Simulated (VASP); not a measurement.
# Cs (Fd-3m) in VASP: single point with PBEsol

Aim: the single point of Cs with PBEsol.

Program: VASP 6.6.1. These are calculated values, not measurements. Logs are shortened: lines on timing, memory, paths and dates and some standing lists are left out, and cuts for length are marked.

## (1) The cell of the first run

The structure is cubic, space group Fd-3m (No. 227). The conventional cell has a = 11.094 Å, b = 11.094 Å, c = 11.094 Å, α = 90.00°, β = 90.00°, γ = 90.00°.

This isn't the form of Cs at room conditions, which is bcc.

## (2) Single point, PBEsol

INCAR reads:

```
ALGO = Normal
EDIFF = 1E-7
ENCUT = 520
GGA = PS
ISIF = 2
ISMEAR = -1
LASPH = True
LCHARG = True
LELF = True
LREAL = False
LVHAR = True
LWAVE = False
NBANDS = 16
NELM = 100
PREC = Accurate
SIGMA = 0.13605693000000002
```

KPOINTS reads:

```
k-points
0
Gamma
  8 8 8
```

POSCAR reads:

```
Cs
1.0
    0.0000000000      5.5469804748      5.5469804748
    5.5469804748      0.0000000000      5.5469804748
    5.5469804748      5.5469804748      0.0000000000
Cs
2
Direct
    0.0000000000      0.0000000000      0.0000000000
    0.2500000000      0.2500000000      0.2500000000
```

Potentials or basis: VASP PAW PBE potentials, release 64 (Cs_sv).

Launch:

```
cat potpaw_PBE.64/Cs_sv/POTCAR > POTCAR
mpirun -np 1 vasp_std > vasp.out
```

OUTCAR:

```text
EDIFF = 1E-7
   ENCUT = 520
   GGA = PS
   ISIF = 2
   ISMEAR = -1
   LASPH = True
   LREAL = False
   NELM = 100
   PREC = Accurate

 ion  position               nearest neighbor table
   1  0.000  0.000  0.000-
   2  0.250  0.250  0.250-

  LATTYP: Found a face centered cubic cell.
 ALAT       =    11.0939609496

  Lattice vectors:

 A1 = (   0.0000000000,   5.5469804748,   5.5469804748)
 A2 = (   5.5469804748,   0.0000000000,   5.5469804748)
 A3 = (   5.5469804748,   5.5469804748,   0.0000000000)

Analysis of symmetry for initial positions (statically):
=====================================================================
 Subroutine PRICEL returns:
 Original cell was already a primitive cell.

 Routine SETGRP: Setting up the symmetry group for a
 face centered cubic supercell.

 Subroutine GETGRP returns: Found 48 space group operations
 (whereof 24 operations were pure point group operations)
 out of a pool of 48 trial point group operations.

The static configuration has the point symmetry T_d .
 The point group associated with its full space group is O_h .

Analysis of symmetry for dynamics (positions and initial velocities):
=====================================================================
 Subroutine PRICEL returns:
 Original cell was already a primitive cell.

 Routine SETGRP: Setting up the symmetry group for a
 face centered cubic supercell.

 Subroutine GETGRP returns: Found 48 space group operations
 (whereof 24 operations were pure point group operations)
 out of a pool of 48 trial point group operations.

The dynamic configuration has the point symmetry T_d .
 The point group associated with its full space group is O_h .

 Subroutine INISYM returns: Found 48 space group operations
 (whereof 24 operations are pure point group operations),
 and found     1 'primitive' translations

----------------------------------------------------------------------------------------

                                     Primitive cell

  volume of cell :     341.3500

  direct lattice vectors                    reciprocal lattice vectors
     0.000000000  5.546980475  5.546980475    -0.090139131  0.090139131  0.090139131
     5.546980475  0.000000000  5.546980475     0.090139131 -0.090139131  0.090139131
     5.546980475  5.546980475  0.000000000     0.090139131  0.090139131 -0.090139131

  length of vectors
     7.844615018  7.844615018  7.844615018     0.156125555  0.156125555  0.156125555

  position of ions in fractional coordinates (direct lattice)
     0.000000000  0.000000000  0.000000000
     0.250000000  0.250000000  0.250000000

  ion indices of the primitive-cell ions
   primitive index   ion index
                 1           1
                 2           2

----------------------------------------------------------------------------------------

 KPOINTS: k-points

Automatic generation of k-mesh.
 Grid dimensions read from file:
 generate k-points for:    8    8    8

 Generating k-lattice:

  Cartesian coordinates                     Fractional coordinates (reciprocal lattice)
    -0.011267391  0.011267391  0.011267391     0.125000000  0.000000000  0.000000000
     0.011267391 -0.011267391  0.011267391     0.000000000  0.125000000  0.000000000
     0.011267391  0.011267391 -0.011267391     0.000000000  0.000000000  0.125000000

  Length of vectors
     0.019515694  0.019515694  0.019515694

  Shift w.r.t. Gamma in fractional coordinates (k-lattice)
     0.000000000  0.000000000  0.000000000

 Subroutine IBZKPT returns following result:
 ===========================================

 Found     29 irreducible k-points:

 Following reciprocal coordinates:
            Coordinates               Weight
  0.000000  0.000000  0.000000      1.000000
  0.125000  0.000000  0.000000      8.000000
  0.250000  0.000000  0.000000      8.000000
  0.375000  0.000000  0.000000      8.000000
  0.500000  0.000000  0.000000      4.000000
  0.125000  0.125000  0.000000      6.000000
[... 16 lines left out ...]
  0.500000  0.250000  0.125000     48.000000
 -0.375000  0.250000  0.125000     24.000000
 [... further k-points ...]
   k-points           NKPTS =     29   k-points in BZ     NKDIM =     29   number of bands    NBANDS=     16
   number of dos      NEDOS =    301   number of ions     NIONS =      2
   total plane-waves  NPLWV = 216000
   dimension x,y,z NGX =    60 NGY =   60 NGZ =   60
   dimension x,y,z NGXF=   120 NGYF=  120 NGZF=  120
   ions per type =               2
   NGX,Y,Z   is equivalent  to a cutoff of  12.72, 12.72, 12.72 a.u.
   NGXF,Y,Z  is equivalent  to a cutoff of  25.43, 25.43, 25.43 a.u.
 SYSTEM =  unknown system
   PREC   = accura    normal or accurate (medium, high low for compatibility)
   ISTART =      0    job   : 0-new  1-cont  2-samecut
   ICHARG =      2    charge: 1-file 2-atom 10-const
   ISPIN  =      1    spin polarized calculation?
   LNONCOLLINEAR =      F non collinear calculations
   LSORBIT =      F    spin-orbit coupling
   LASPH  =      T    aspherical Exc in radial PAW
   ENCUT  =  520.0 eV  38.22 Ry    6.18 a.u.  14.59 14.59 14.59*2*pi/ulx,y,z
   NELM   =    100;   NELMIN=  2; NELMDL= -5     # of ELM steps
   EDIFF  = 0.1E-06   stopping-criterion for ELM
   LREAL  =      F    real-space projection
   EDIFFG = 0.1E-05   stopping-criterion for IOM
   NSW    =      0    number of steps for IOM
   IBRION =     -1    ionic relax: 0-MD 1-quasi-New 2-CG
   NFREE  =      0    steps in history (QN), initial steepest desc. (CG)
   ISIF   =      2    stress and relaxation
   ISYM   =      2    0-nonsym 1-usesym 2-fastsym
   POTIM  = 0.5000    time-step for ionic-motion
   TEBEG  =    0.0;   TEEND  =   0.0 temperature during run
   PSTRESS=    0.0 pullay stress
   NELECT =      18.0000    total number of electrons
   NUPDOWN=      -1.0000    fix difference up-down
   EMIN   =  10.00;   EMAX   =-10.00  energy-range for DOS
   EFERMI =   0.00;   METHOD = LEGACY
   ISMEAR =    -1;   SIGMA  =   0.14  broadening in eV -4-tet -1-fermi 0-gaus
   EFERMI_NEDOS =   21; number of points for ismear=-14 and -15
   IALGO  =     38    algorithm
   IMIX   =      4    mixing-type and parameters
     AMIX     =   0.40;   BMIX     =  1.00
     AMIX_MAG =   1.60;   BMIX_MAG =  1.00
  volume/ion in A,a.u.               =     170.68      1151.77
  Fermi-wavevector in a.u.,A,eV,Ry     =   0.613902  1.160107  5.127704  0.376876
  Thomas-Fermi vector in A             =   1.670719
   LORBIT       =      0    0 simple, 1 ext, 2 COOP (PROOUT), +10 PAW based schemes
   GGA     = PS    functional components
   LHFCALC =     F    Hartree Fock is set to
   AEXX    =    0.0000 exact exchange contribution
   IVDW    =     0    specifies the selected vdW correction
   LEPSILON=     F    determine dielectric tensor
   LRPA    =     F    only Hartree local field effects (RPA)
 non-spin polarized calculation
  energy-cutoff  :      520.00
  volume of cell :      341.35
 maximum number of plane-waves:      9257
 NGX is ok and might be reduce to    60
   NGX = 29   NGY = 29   NGZ = 29

 number of electron      17.9999997 magnetization

 Free energy of the ion-electron system (eV)
  ---------------------------------------------------
  ext. energy  EPLUGINS =         0.00000000
  ---------------------------------------------------
  free energy    TOTEN  =        -1.39116641 eV

  energy without entropy =       -1.25739635  energy(sigma->0) =       -1.32428138

 E-fermi :  -0.3683     XC(G=0):  -4.4799

 val. band max:       -0.3865310491   @ k =  -0.3750   0.3750   0.0000
 cond. band min:      -0.3111497490   @ k =   0.5000   0.5000   0.0000
 fundamental gap:      0.0753813002
 Fermi energy:        -0.3683089398

 k-point     1 :       0.0000    0.0000    0.0000
  band No.  band energies     occupation
      1     -24.6746      2.00000
      2     -24.6523      2.00000
      3     -11.5036      2.00000
      4     -11.5036      2.00000
      5     -11.5036      2.00000
      6     -11.3834      2.00000
[... 8 lines left out ...]
     15       1.4481      0.00000
     16       1.4481      0.00000

 k-point     2 :       0.1250    0.0000    0.0000
  band No.  band energies     occupation
      1     -24.6740      2.00000
      2     -24.6529      2.00000
      3     -11.5056      2.00000
      4     -11.5056      2.00000
      5     -11.5031      2.00000
      6     -11.3843      2.00000
[... 8 lines left out ...]
     15       1.2547      0.00001
     16       1.4562      0.00000

 k-point     3 :       0.2500    0.0000    0.0000
  band No.  band energies     occupation
      1     -24.6723      2.00000
      2     -24.6546      2.00000
      3     -11.5101      2.00000
      4     -11.5101      2.00000
      5     -11.5019      2.00000
      6     -11.3865      2.00000
[... 8 lines left out ...]
     15       1.2777      0.00001
     16       1.5116      0.00000

 k-point     4 :       0.3750    0.0000    0.0000
  band No.  band energies     occupation
      1     -24.6701      2.00000
      2     -24.6567      2.00000
      3     -11.5144      2.00000
      4     -11.5144      2.00000
      5     -11.5007      2.00000
      6     -11.3887      2.00000
[... 8 lines left out ...]
     15       1.3025      0.00001
     16       1.6561      0.00000
[... 324 lines left out ...]
 k-point    22 :       0.3750    0.2500    0.1250
  band No.  band energies     occupation
      1     -24.6707      2.00000
      2     -24.6562      2.00000
      3     -11.5201      2.00000
      4     -11.5154      2.00000
      5     -11.4882      2.00000
      6     -11.4006      2.00000
[... 8 lines left out ...]
     15       1.3252      0.00001
     16       1.4855      0.00000

 k-point    23 :       0.5000    0.2500    0.1250
  band No.  band energies     occupation
      1     -24.6686      2.00000
      2     -24.6583      2.00000
      3     -11.5256      2.00000
      4     -11.5191      2.00000
      5     -11.4809      2.00000
      6     -11.4083      2.00000
[... 8 lines left out ...]
     15       1.3438      0.00001
     16       1.5725      0.00000

 k-point    24 :      -0.3750    0.2500    0.1250
  band No.  band energies     occupation
      1     -24.6674      2.00000
      2     -24.6595      2.00000
      3     -11.5275      2.00000
      4     -11.5209      2.00000
      5     -11.4775      2.00000
      6     -11.4119      2.00000
[... 8 lines left out ...]
     15       1.3433      0.00001
     16       1.6645      0.00000

 [... further k-points ...]

------------------------ aborting loop because EDIFF is reached ----------------------------------------

  FORCE on cell =-STRESS in cart. coord.  units (eV):
  Direction    XX          YY          ZZ          XY          YZ          ZX
  --------------------------------------------------------------------------------------
  -------------------------------------------------------------------------------------
  Total       -0.0144352     -0.0144352     -0.0144352     -0.0000000     -0.0000000     -0.0000000
  in kB       -0.0677537     -0.0677537     -0.0677537     -0.0000000     -0.0000000     -0.0000000
  external PRESSURE =      -0.0677537 kB  Pullay stress =       0.0000000 kB

 VOLUME and BASIS-vectors are now :
 -----------------------------------------------------------------------------
  energy-cutoff  :      520.00
  volume of cell :      341.35
      direct lattice vectors                 reciprocal lattice vectors
     0.000000000  5.546980475  5.546980475    -0.090139131  0.090139131  0.090139131
     5.546980475  0.000000000  5.546980475     0.090139131 -0.090139131  0.090139131
     5.546980475  5.546980475  0.000000000     0.090139131  0.090139131 -0.090139131

 POSITION                                       TOTAL-FORCE (eV/Angst)
 -----------------------------------------------------------------------------------
      0.00000      0.00000      0.00000         0.000000      0.000000     -0.000000
      2.77349      2.77349      2.77349        -0.000000     -0.000000      0.000000
 -----------------------------------------------------------------------------------
    total drift:                                0.000000     -0.000000     -0.000000

  FREE ENERGIE OF THE ION-ELECTRON SYSTEM (eV)
  ---------------------------------------------------
  free  energy   TOTEN  =        -1.3911664104 eV

  energy  without entropy=       -1.2573963475  energy(sigma->0) =       -1.32428138
```

It took 2.7 min on 1 thread of Intel Xeon Platinum 8259CL at 2.50GHz (Skylake/Cascade Lake), shared host; peak memory 0.54 GiB.

Results:

* Free energy: -1.3912 eV
* Pressure: 0.0 GPa
* Band gap on the k mesh: zero (bands 9 and 10 overlap by 0.11 eV)

Levels at points of the mesh, in eV from the Fermi level:
```tsv
k point	band 5	band 6	band 7	band 8	band 9	band 10	band 11	band 12	band 13	band 14
(0.00, 0.00, 0.00)	-11.14	-11.02	-11.02	-11.02	-1.33	1.37	1.37	1.41	1.41	1.41
(0.50, 0.00, 0.00)	-11.13	-11.02	-11.00	-11.00	-0.53	0.07	1.16	1.16	1.32	1.67
(0.50, 0.50, 0.00)	-11.08	-11.08	-10.99	-10.99	0.06	0.06	0.66	0.66	1.55	1.55
```

Caveat: the PAW data sets were made with another functional, which shifts forces and pressure a little; spin-orbit coupling is left out, which moves the levels of the heavy elements.

The gap in the log of VASP goes by the Fermi energy; the results here count the filled bands.